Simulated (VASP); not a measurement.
# P (Cmce) in VASP: a series of runs

The runs below take P through single point, with r2SCAN.

Program: VASP 6.6.1. These are calculated values, not measurements. Logs are shortened: lines on timing, memory, paths and dates and some standing lists are left out, and cuts for length are marked.

## Step 1: The cell of the first run

It takes space group Cmce (No. 64, orthorhombic). The conventional cell has a = 3.308 Å, b = 10.997 Å, c = 4.547 Å, α = 90.00°, β = 90.00°, γ = 90.00°. P (site symmetry m) has 3 P at 2.21 to 2.25 Å within 2.9 Å.

## Step 2: Single point, r2SCAN

File POSCAR:

```
P
1.0
    1.6538346590     -5.4984059606      0.0000000000
    1.6538346590      5.4984059606      0.0000000000
    0.0000000000      0.0000000000      4.5468944061
P
4
Direct
    0.0955109276      0.9044890724      0.9118095445
    0.5955109276      0.4044890724      0.5881904555
    0.9044890724      0.0955109276      0.0881904555
    0.4044890724      0.5955109276      0.4118095445
```

File INCAR.step1:

```
SYSTEM = P
ALGO = Normal
EDIFF = 1E-4
ENCUT = 520
GGA = PE
ISMEAR = 1
LASPH = .True.
LCHARG = .False.
LREAL = .False.
LWAVE = .True.
NBANDS = 18
NELM = 80
PREC = Accurate
SIGMA = 1.0
```

File INCAR.step2:

```
SYSTEM = P
ALGO = Normal
EDIFF = 1E-7
ENCUT = 520
ISIF = 2
ISMEAR = 1
ISTART = 1
LASPH = .True.
LCHARG = .False.
LMIXTAU = .True.
LREAL = .False.
LWAVE = .False.
METAGGA = R2SCAN
NBANDS = 18
NELM = 80
PREC = Accurate
SIGMA = 1.0
```

File KPOINTS:

```
k-points
0
Gamma
  10 10 7
  0 0 0
```

Potentials or basis: VASP PAW PBE potentials, release 64 (P).

Launch:

```bash
$ cat potpaw_PBE.64/P/POTCAR > POTCAR
$ cp INCAR.step1 INCAR
$ mpirun -np 1 vasp_std > vasp.out
$ cp INCAR.step2 INCAR
$ mpirun -np 1 vasp_std > vasp.out
```

OUTCAR:

```text
SYSTEM = P
   EDIFF = 1E-7
   ENCUT = 520
   ISIF = 2
   ISMEAR = 1
   ISTART = 1
   LASPH = .True.
   LREAL = .False.
   METAGGA = R2SCAN
   NELM = 80
   PREC = Accurate

 ion  position               nearest neighbor table
   1  0.096  0.904  0.912-   2 2.21   2 2.21   3 2.25
   2  0.596  0.404  0.588-   1 2.21   1 2.21   4 2.25
   3  0.904  0.096  0.088-   4 2.21   4 2.21   1 2.25
   4  0.404  0.596  0.412-   3 2.21   3 2.21   2 2.25

  LATTYP: Found a base centered orthorhombic cell.
 ALAT       =     3.3076693180
 B/A-ratio  =     3.3246406651
 C/A-ratio  =     1.3746520492

  Lattice vectors:

 A1 = (   1.6538346590,  -5.4984059606,   0.0000000000)
 A2 = (   1.6538346590,   5.4984059606,   0.0000000000)
 A3 = (   0.0000000000,   0.0000000000,   4.5468944061)

Analysis of symmetry for initial positions (statically):
=====================================================================
 Subroutine PRICEL returns:
 Original cell was already a primitive cell.

 Routine SETGRP: Setting up the symmetry group for a
 base centered orthorhombic supercell.

 Subroutine GETGRP returns: Found  8 space group operations
 (whereof  4 operations were pure point group operations)
 out of a pool of  8 trial point group operations.

The static configuration has the point symmetry C_2h.
 The point group associated with its full space group is D_2h.

Analysis of symmetry for dynamics (positions and initial velocities):
=====================================================================
 Subroutine PRICEL returns:
 Original cell was already a primitive cell.

 Routine SETGRP: Setting up the symmetry group for a
 base centered orthorhombic supercell.

 Subroutine GETGRP returns: Found  8 space group operations
 (whereof  4 operations were pure point group operations)
 out of a pool of  8 trial point group operations.

The dynamic configuration has the point symmetry C_2h.
 The point group associated with its full space group is D_2h.

 Subroutine INISYM returns: Found  8 space group operations
 (whereof  4 operations are pure point group operations),
 and found     1 'primitive' translations

----------------------------------------------------------------------------------------

                                     Primitive cell

  volume of cell :      82.6940

  direct lattice vectors                    reciprocal lattice vectors
     1.653834659 -5.498405961  0.000000000     0.302327683 -0.090935446  0.000000000
     1.653834659  5.498405961  0.000000000     0.302327683  0.090935446  0.000000000
     0.000000000  0.000000000  4.546894406     0.000000000  0.000000000  0.219930333

  length of vectors
     5.741745134  5.741745134  4.546894406     0.315707591  0.315707591  0.219930333

  position of ions in fractional coordinates (direct lattice)
     0.095510928  0.904489072  0.911809545
     0.595510928  0.404489072  0.588190455
     0.904489072  0.095510928  0.088190455
     0.404489072  0.595510928  0.411809545

  ion indices of the primitive-cell ions
   primitive index   ion index
                 1           1
                 2           2
                 3           3
                 4           4

----------------------------------------------------------------------------------------

 KPOINTS: k-points

Automatic generation of k-mesh.
 Grid dimensions read from file:
 generate k-points for:   10   10    7

 Generating k-lattice:

  Cartesian coordinates                     Fractional coordinates (reciprocal lattice)
     0.030232768 -0.009093545  0.000000000     0.100000000 -0.000000000  0.000000000
     0.030232768  0.009093545  0.000000000    -0.000000000  0.100000000  0.000000000
     0.000000000  0.000000000  0.031418619     0.000000000  0.000000000  0.142857143

  Length of vectors
     0.031570759  0.031570759  0.031418619

  Shift w.r.t. Gamma in fractional coordinates (k-lattice)
     0.000000000  0.000000000  0.000000000

 Subroutine IBZKPT returns following result:
 ===========================================

 Found    124 irreducible k-points:

 Following reciprocal coordinates:
            Coordinates               Weight
  0.000000  0.000000  0.000000      1.000000
  0.100000  0.000000  0.000000      4.000000
  0.200000  0.000000  0.000000      4.000000
  0.300000 -0.000000  0.000000      4.000000
  0.400000  0.000000  0.000000      4.000000
  0.500000 -0.000000  0.000000      2.000000
[... 16 lines left out ...]
  0.300000  0.300000  0.000000      2.000000
  0.400000  0.300000  0.000000      4.000000
 [... further k-points ...]
   k-points           NKPTS =    124   k-points in BZ     NKDIM =    124   number of bands    NBANDS=     18
   number of dos      NEDOS =    301   number of ions     NIONS =      4
   total plane-waves  NPLWV =  82944
   dimension x,y,z NGX =    48 NGY =   48 NGZ =   36
   dimension x,y,z NGXF=    96 NGYF=   96 NGZF=   72
   ions per type =               4
[... 107 lines left out ...]
      2      -6.8799      2.00000
      3      -5.6318      2.00000
      4      -2.1654      2.00000
      5      -0.7023      2.00000
      6      -0.4733      2.00000
[... 10 lines left out ...]
     17      12.7686     -0.00000
     18      12.8075     -0.00000

 k-point     5 :       0.4000    0.0000    0.0000
  band No.  band energies     occupation
      1      -8.8771      2.00000
      2      -6.7006      2.00000
      3      -6.0264      2.00000
      4      -3.6361      2.00000
      5      -0.5505      2.00000
      6      -0.0963      2.00000
[... 10 lines left out ...]
     17      12.4880     -0.00000
     18      12.7334     -0.00000

 k-point     6 :       0.5000   -0.0000    0.0000
  band No.  band energies     occupation
      1      -7.8414      2.00000
      2      -7.8414      2.00000
      3      -4.9391      2.00000
      4      -4.9391      2.00000
      5      -0.1737      2.00000
      6      -0.1737      2.00000
[... 10 lines left out ...]
     17      12.4703     -0.00000
     18      12.4703     -0.00000

 k-point     7 :       0.1000    0.1000    0.0000
  band No.  band energies     occupation
      1     -10.3621      2.00000
      2      -7.4633      2.00000
      3      -4.9147      2.00000
      4      -0.9718      2.00000
      5      -0.6781      2.00000
      6      -0.2551      2.00000
[... 10 lines left out ...]
     17      10.8451     -0.00000
     18      13.8763     -0.00000

 k-point     8 :       0.2000    0.1000    0.0000
  band No.  band energies     occupation
      1      -9.7470      2.00000
      2      -6.8253      2.00000
      3      -5.6250      2.00000
      4      -2.2007      2.00000
      5      -0.7043      2.00000
      6      -0.5483      2.00000
[... 10 lines left out ...]
     17      12.6604     -0.00000
     18      13.2292     -0.00000
[... 229 lines left out ...]
     17      12.2103     -0.00000
     18      12.6414     -0.00000

 k-point    20 :      -0.4000    0.2000    0.0000
  band No.  band energies     occupation
      1     -10.2829      2.00000
      2      -7.6621      2.00000
      3      -4.8995      2.00000
      4      -0.6849      2.00000
      5      -0.6347      2.00000
      6      -0.2552      2.00000
[... 10 lines left out ...]
     17      11.1388     -0.00000
     18      11.6124     -0.00000

 k-point    21 :      -0.3000    0.2000    0.0000
  band No.  band energies     occupation
      1     -10.6741      2.00000
      2      -8.0057      2.00000
      3      -4.5947      2.00000
      4      -1.0034      2.00000
      5       0.1240      2.00000
      6       0.4778      2.00000
[... 10 lines left out ...]
     17      11.3763     -0.00000
     18      12.4371     -0.00000

 k-point    22 :      -0.2000    0.2000    0.0000
  band No.  band energies     occupation
      1     -10.8182      2.00000
      2      -8.0890      2.00000
      3      -4.5412      2.00000
      4      -1.1883      2.00000
      5       0.3537      2.00000
      6       0.4641      2.00000
[... 10 lines left out ...]
     17      12.3303     -0.00000
     18      13.1843     -0.00000

 k-point    23 :       0.3000    0.3000    0.0000
  band No.  band energies     occupation
      1      -8.8004      2.00000
      2      -6.7519      2.00000
      3      -6.2192      2.00000
      4      -3.4610      2.00000
      5      -0.5628      2.00000
      6       0.1122      2.00000
[... 10 lines left out ...]
     17      12.3282     -0.00000
     18      13.1247     -0.00000

 k-point    24 :       0.4000    0.3000    0.0000
  band No.  band energies     occupation
      1      -9.6320      2.00000
      2      -7.1114      2.00000
      3      -5.6604      2.00000
      4      -1.9985      2.00000
      5      -0.7160      2.00000
      6      -0.0613      2.00000
[... 10 lines left out ...]
     17      12.2256     -0.00000
     18      12.5044     -0.00000

 [... further k-points ...]

------------------------ aborting loop because EDIFF is reached ----------------------------------------

  FORCE on cell =-STRESS in cart. coord.  units (eV):
  Direction    XX          YY          ZZ          XY          YZ          ZX
  --------------------------------------------------------------------------------------
  -------------------------------------------------------------------------------------
  Total       -0.8381698     -0.1066571     -0.3599763      0.0000000      0.0000000      0.0000000
  in kB      -16.2393571     -2.0664587     -6.9744621      0.0000000      0.0000000      0.0000000
  external PRESSURE =      -8.4267593 kB  Pullay stress =       0.0000000 kB

 VOLUME and BASIS-vectors are now :
 -----------------------------------------------------------------------------
  energy-cutoff  :      520.00
  volume of cell :       82.69
      direct lattice vectors                 reciprocal lattice vectors
     1.653834659 -5.498405961  0.000000000     0.302327683 -0.090935446  0.000000000
     1.653834659  5.498405961  0.000000000     0.302327683  0.090935446  0.000000000
     0.000000000  0.000000000  4.546894406     0.000000000  0.000000000  0.219930333

 POSITION                                       TOTAL-FORCE (eV/Angst)
 -----------------------------------------------------------------------------------
      1.65383      4.44809      4.14590         0.000000      0.025442     -0.082882
      1.65383     -1.05032      2.67444         0.000000      0.025442      0.082882
      1.65383     -4.44809      0.40099         0.000000     -0.025442      0.082882
      1.65383      1.05032      1.87245         0.000000     -0.025442     -0.082882
 -----------------------------------------------------------------------------------
    total drift:                               -0.000000     -0.000000     -0.000000

  FREE ENERGIE OF THE ION-ELECTRON SYSTEM (eV)
  ---------------------------------------------------
  free  energy   TOTEN  =       -35.8605486531 eV

  energy  without entropy=      -36.0579425913  energy(sigma->0) =      -35.92634663
```

Run time: 14 min. Hardware: 1 thread of Intel Xeon Platinum 8259CL at 2.50GHz (Skylake/Cascade Lake), shared host; peak memory 0.37 GiB.

Results:

```
Free energy            : -35.8605 eV
Pressure               : -0.8 GPa
Largest force          : 0.087 eV/Å
Band gap on the k mesh : 0.28 eV
```

Forces on the atoms (eV/Å):
```
P    0.000  0.025 -0.083
P    0.000  0.025  0.083
P    0.000 -0.025  0.083
P    0.000 -0.025 -0.083
```

Caveat: so wide a smearing shifts energies and pressures; the PAW data sets were made with another functional, which shifts forces and pressure a little. A k mesh can miss the band edges.

## Step 3: Single point, r2SCAN

POSCAR is that of step 2.

File INCAR.step1:

```
SYSTEM = P
PREC     = Accurate       ! precision mode
ENCUT    = 520            ! plane-wave cutoff, eV
ISMEAR   = 1              ! smearing method
SIGMA    = 0.01           ! smearing width, eV
LREAL    = .FALSE.        ! projectors in reciprocal space
LASPH    = .TRUE.         ! aspherical terms in the spheres
NELM     = 60             ! most SCF steps
NBANDS   = 18             ! bands
GGA      = PE             ! functional
ALGO     = Normal         ! electronic algorithm
EDIFF    = 1E-4           ! SCF threshold, eV
LWAVE    = .TRUE.         ! write WAVECAR
LCHARG   = .FALSE.        ! write CHGCAR
```

File INCAR.step2:

```
SYSTEM = P
PREC     = Accurate       ! precision mode
ENCUT    = 520            ! plane-wave cutoff, eV
EDIFF    = 1E-7           ! SCF threshold, eV
ISMEAR   = 1              ! smearing method
SIGMA    = 0.01           ! smearing width, eV
LREAL    = .FALSE.        ! projectors in reciprocal space
LASPH    = .TRUE.         ! aspherical terms in the spheres
NELM     = 60             ! most SCF steps
ALGO     = Normal         ! electronic algorithm
ISIF     = 2              ! what is computed and relaxed
LWAVE    = .FALSE.        ! write WAVECAR
LCHARG   = .TRUE.         ! write CHGCAR
METAGGA  = R2SCAN         ! meta-GGA
LMIXTAU  = .TRUE.       
LELF     = .TRUE.         ! ELF
LVHAR    = .TRUE.       
NBANDS   = 18             ! bands
ISTART   = 1
```

File KPOINTS:

```
regular mesh
0
G
  10 10 7
  0 0 0
```

Potentials or basis: VASP PAW PBE potentials, release 64 (P).

Launch:

```bash
$ cat potpaw_PBE.64/P/POTCAR > POTCAR
$ cp INCAR.step1 INCAR
$ mpirun -np 1 vasp_std > vasp.out
$ cp INCAR.step2 INCAR
$ mpirun -np 1 vasp_std > vasp.out
```

It took 14 min on 1 thread of Intel Xeon Platinum 8259CL at 2.50GHz (Skylake/Cascade Lake), shared host; peak memory 0.37 GiB.

The run converged. Its results:

* Free energy: -35.9219 eV
* Pressure: -0.7 GPa
* Largest force: 0.100 eV/Å
* Band gap on the k mesh: 0.29 eV

Forces in eV/Å, atoms in the order of the input:
```
P    0.000  0.038 -0.092
P    0.000  0.038  0.092
P    0.000 -0.038  0.092
P    0.000 -0.038 -0.092
```

Stress tensor (GPa, compression positive):
```
-1.07  0.00  0.00
 0.00 -0.31  0.00
 0.00  0.00 -0.69
```

Levels at points of the mesh, in eV from the valence-band top:
```
           k point  band 7  band 8  band 9  band 10  band 11  band 12  band 13  band 14
(0.00, 0.00, 0.00)   -4.28   -2.85   -2.71    -1.23     0.77     1.29     2.17     3.00
(0.50, 0.00, 0.00)   -3.52   -3.52   -2.69    -2.69     0.91     0.91     1.70     1.70
(0.50, 0.50, 0.00)   -4.38   -2.55   -1.66     0.00     0.29     1.05     2.39     2.89
```

Caveat: the PAW data sets were made with another functional, which shifts forces and pressure a little. A k mesh can miss the band edges.

## Step 4: Single point, r2SCAN

POSCAR is that of step 3.

File INCAR.step1:

```
PREC = Accurate
ENCUT = 520
ISMEAR = 1
SIGMA = 0.03
LREAL = False
LASPH = True
NELM = 100
NBANDS = 18
GGA = PE
ALGO = Normal
EDIFF = 1E-4
LWAVE = True
LCHARG = False
```

File INCAR.step2:

```
PREC = Accurate
ENCUT = 520
EDIFF = 1E-6
ISMEAR = 1
SIGMA = 0.03
LREAL = False
LASPH = True
NELM = 100
ALGO = Normal
ISIF = 2
LWAVE = False
LCHARG = False
METAGGA = R2SCAN
LMIXTAU = True
NBANDS = 18
ISTART = 1
```

File KPOINTS:

```
regular mesh
0
Gamma
  10 10 7
```

Launch:

```bash
$ cat potpaw_PBE.64/P/POTCAR > POTCAR
$ cp INCAR.step1 INCAR
$ mpirun -np 1 vasp_std > vasp.out
$ cp INCAR.step2 INCAR
$ mpirun -np 1 vasp_std > vasp.out
```

It took 13 min on 1 thread of Intel Xeon Platinum 8259CL at 2.50GHz (Skylake/Cascade Lake), shared host; peak memory 0.37 GiB.

Results (log left out):

| Property | Result |
| --- | --- |
| Free energy | -35.9219 eV |
| Pressure | -0.7 GPa |
| Largest force | 0.100 eV/Å |
| Band gap on the k mesh | 0.29 eV |

Forces in eV/Å, atoms in the order of the input:
```
P    0.000  0.038 -0.092
P    0.000  0.038  0.092
P    0.000 -0.038  0.092
P    0.000 -0.038 -0.092
```

Stress tensor (GPa, compression positive):
```
-1.06  0.00  0.00
 0.00 -0.31  0.00
 0.00  0.00 -0.69
```

Levels at points of the mesh, in eV from the valence-band top:
```
           k point  band 6  band 7  band 8  band 9  band 10  band 11  band 12  band 13  band 14  band 15
(0.00, 0.00, 0.00)   -5.04   -4.28   -2.85   -2.71    -1.23     0.77     1.29     2.17     3.00     5.71
(0.50, 0.00, 0.00)   -5.82   -3.52   -3.52   -2.69    -2.69     0.91     0.91     1.70     1.70     3.59
(0.50, 0.50, 0.00)   -5.64   -4.38   -2.55   -1.66     0.00     0.29     1.05     2.39     2.89     5.52
```

Caveat: the PAW data sets were made with another functional, which shifts forces and pressure a little.

## Step 5: Single point, r2SCAN

POSCAR is that of step 4.

File INCAR.step1:

```
SYSTEM = P
PREC = Accurate
ENCUT = 520
ISMEAR = 1
SIGMA = 0.3
LREAL = .False.
LASPH = .True.
NELM = 80
NBANDS = 18
GGA = PE
ALGO = Normal
EDIFF = 1E-4
LWAVE = .True.
LCHARG = .False.
```

File INCAR.step2:

```
SYSTEM = P
PREC = Accurate
ENCUT = 520
EDIFF = 1E-6
ISMEAR = 1
SIGMA = 0.3
LREAL = .False.
LASPH = .True.
NELM = 80
ALGO = Normal
ISIF = 2
LWAVE = .False.
LCHARG = .False.
METAGGA = R2SCAN
LMIXTAU = .True.
NBANDS = 18
ISTART = 1
```

File KPOINTS:

```
regular mesh
0
Gamma
  10 10 7
  0 0 0
```

Launch:

```bash
$ cat potpaw_PBE.64/P/POTCAR > POTCAR
$ cp INCAR.step1 INCAR
$ mpirun -np 1 vasp_std > vasp.out
$ cp INCAR.step2 INCAR
$ mpirun -np 1 vasp_std > vasp.out
```

It took 11 min on 1 thread of Intel Xeon Platinum 8259CL at 2.50GHz (Skylake/Cascade Lake), shared host; peak memory 0.37 GiB.

The run converged. Its results:

```
Free energy            : -35.9208 eV
Pressure               : -0.7 GPa
Largest force          : 0.098 eV/Å
Band gap on the k mesh : 0.29 eV
```

Forces on the atoms (eV/Å):
```
P    0.000  0.033 -0.092
P    0.000  0.033  0.092
P    0.000 -0.033  0.092
P    0.000 -0.033 -0.092
```

Stress tensor (GPa, compression positive):
```
-1.09  0.00  0.00
 0.00 -0.24  0.00
 0.00  0.00 -0.76
```

Levels at points of the mesh, in eV from the valence-band top:
| k point | band 6 | band 7 | band 8 | band 9 | band 10 | band 11 | band 12 | band 13 | band 14 | band 15 |
| --- | --- | --- | --- | --- | --- | --- | --- | --- | --- | --- |
| (0.00, 0.00, 0.00) | -5.04 | -4.28 | -2.85 | -2.71 | -1.23 | 0.77 | 1.29 | 2.17 | 3.00 | 5.71 |
| (0.50, 0.00, 0.00) | -5.83 | -3.53 | -3.53 | -2.69 | -2.69 | 0.91 | 0.91 | 1.70 | 1.70 | 3.59 |
| (0.50, 0.50, 0.00) | -5.64 | -4.38 | -2.55 | -1.66 | 0.00 | 0.29 | 1.05 | 2.39 | 2.88 | 5.52 |

Caveat: the PAW data sets were made with another functional, which shifts forces and pressure a little. A k mesh can miss the band edges.

## Step 6: The runs side by side

```tsv
smearing	gap on the mesh (eV)	pressure (GPa)	largest force (eV/Å)
methfessel-paxton 1 eV	0.28	-0.8	0.09
methfessel-paxton 0.01 eV	0.29	-0.7	0.10
methfessel-paxton 0.03 eV	0.29	-0.7	0.10
methfessel-paxton 0.3 eV	0.29	-0.7	0.10
```

Alike in all rows: task single point; level r2SCAN; potentials or basis VASP PAW PBE potentials, release 64 (P); no spin polarisation; cell as given; k mesh 10 × 10 × 7; cutoff (eV) 520.

Caveats: the PAW data sets were made with another functional, which shifts forces and pressure a little; so wide a smearing shifts energies and pressures (at least some runs).

Total energies depend on the potentials used, so only differences within one code and one set of settings carry meaning.
